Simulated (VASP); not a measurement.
Wanted: the native input for a VASP 6.6.1 run.

| Item | Value |
| --- | --- |
| Task | relaxation of cell and atoms |
| Functional | r2SCAN |
| Potentials or basis | VASP PAW PBE potentials, release 64 (Hf_pv, O) |
| Cutoff | 600 eV |
| k mesh | 8 × 8 × 8 |
| Occupations | fermi-dirac, width 0.02 eV |
| Spin | no spin polarisation |
| Dipole correction | no |
| Further INCAR settings | ALGO = Normal; EDIFF = 1e-07; IBRION = 2; EDIFFG = -0.005; NSW = 80; ISIF = 3 |

The system is HfO2.

```xyz
3
Lattice="0.0000 2.5488 2.5488 2.5488 0.0000 2.5488 2.5488 2.5488 0.0000" Properties=species:S:1:pos:R:3 pbc="T T T"
Hf    0.0000    0.0000    0.0000
O     3.8231    3.8231    3.8231
O     1.2744    1.2744    1.2744
```

These files were run (other wordings do the same):

POSCAR

```
HfO2
1.0
    0.0000000000      2.5487641251      2.5487641251
    2.5487641251      0.0000000000      2.5487641251
    2.5487641251      2.5487641251      0.0000000000
Hf O
1 2
Direct
    0.0000000000      0.0000000000      0.0000000000
    0.7500000000      0.7500000000      0.7500000000
    0.2500000000      0.2500000000      0.2500000000
```

INCAR.step1

```
ALGO = Normal
EDIFF = 1E-4
ENCUT = 600
GGA = PE
ISMEAR = -1
LASPH = T
LCHARG = F
LREAL = F
LWAVE = T
NELM = 60
PREC = Accurate
SIGMA = 0.02
```

INCAR.step2

```
ALGO = Normal
EDIFF = 1E-7
EDIFFG = -0.005
ENCUT = 600
IBRION = 2
ISIF = 3
ISMEAR = -1
ISTART = 1
LASPH = T
LCHARG = F
LMIXTAU = T
LREAL = F
LWAVE = F
METAGGA = R2SCAN
NELM = 60
NSW = 80
PREC = Accurate
SIGMA = 0.02
```

KPOINTS

```
k-points
0
Gamma
  8 8 8
```

Potentials or basis: VASP PAW PBE potentials, release 64 (Hf_pv, O).

Command:

```bash
$ cat potpaw_PBE.64/Hf_pv/POTCAR potpaw_PBE.64/O/POTCAR > POTCAR
$ cp INCAR.step1 INCAR
$ mpirun -np 1 vasp_std > vasp.out
$ cp INCAR.step2 INCAR
$ mpirun -np 1 vasp_std > vasp.out
```

It gave:

```json
{
  "Relaxed volume": "10.62 Å³/atom",
  "Relaxed cell": "a = 3.558 Å, b = 3.558 Å, c = 3.558 Å, α = 60.00°, β = 60.00°, γ = 60.00°",
  "Space group after relaxing (to 0.1 Å)": "Fm-3m (No. 225)",
  "Energy gained by relaxing": "13.5 meV/atom",
  "Ionic steps": "4",
  "Pressure after relaxing": "0.0 GPa",
  "Band gap on the k mesh": "4.36 eV"
}
```

Caveat: the PAW data sets were made with another functional, which shifts forces and pressure a little; spin-orbit coupling is left out, which moves the levels of the heavy elements.

It took 2.1 min on 1 thread of Intel(R) Xeon(R) 6975P-C (Granite Rapids) (shared host), peak memory 0.2 GiB.
